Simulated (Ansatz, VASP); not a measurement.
Ag in VASP and in Ansatz

The input INCAR:

```
PREC = Accurate
ENCUT = 520
EDIFF = 1E-6
ISMEAR = 0
SIGMA = 0.15
LREAL = F
LASPH = T
NELM = 60
ALGO = Fast
ISIF = 2
LWAVE = F
LCHARG = T
GGA = PS
LELF = T
LVHAR = T
NBANDS = 12
```

Contents of KPOINTS:

```
Automatic mesh
0
Gamma
  26 26 26
```

Contents of POSCAR:

```
Ag
1.0
   -1.6125573276      1.6044945410      1.6044945410
    1.6125573276     -1.6206201142      1.6206201142
    1.6125573276      1.6206201142     -1.6206201142
Ag
1
Direct
    0.0000000000      0.0000000000      0.0000000000
```

Input for Ansatz:

```yaml
crystal:
  lattice:
    - [-1.6125573276, 1.604494541, 1.604494541]
    - [1.6125573276, -1.6206201142, 1.6206201142]
    - [1.6125573276, 1.6206201142, -1.6206201142]
  atoms:
    - { symbol: Ag, position: [0.0, 0.0, 0.0] }
basis:
  ecutwfc: 420
kpoints:
  mp_grid: { grid: [26, 26, 26] }
hamiltonian:
  xc: pbesol
scf:
  occupations: { method: gaussian, width: 0.15 }
output:
  forces: true
  stress: true
  eigenvalues: true
```

Change from the starting cell: strain -0.0100 x Voigt [0, 0, 0, 1, 0, 0], atoms carried along.

Alike in both runs: task single point; functional PBEsol; k mesh 26 × 26 × 26; occupations gaussian, width 0.15 eV; no spin polarisation.

```csv
,VASP,Ansatz
version,VASP 6.6.1,Ansatz 0.2.0
potentials or method,"VASP PAW PBE potentials, release 64 (Ag), cutoff 520 eV","scalar-relativistic, plane waves, PAW"
valence electrons in the cell,11,19
```

|  | VASP | Ansatz | Ansatz less VASP |
| --- | --- | --- | --- |
| gap on the k mesh at the Fermi level (eV) | none | none | - |
| pressure (GPa) | -0.1 | 0.0 | +0.10 |
| traceless stress, the component that is largest in VASP (GPa) | 0.53 | 0.54 | +0.005 |

VASP's potentials were made for PBE, not for PBEsol. A gap of «none» marks a metal or a gap that the smearing closes. With one functional, cell and mesh, what is left measures potentials, basis and numerics. VASP's potentials hold 11 valence electrons a cell and Ansatz's 19, so a difference there can come from the potentials and not from the codes.
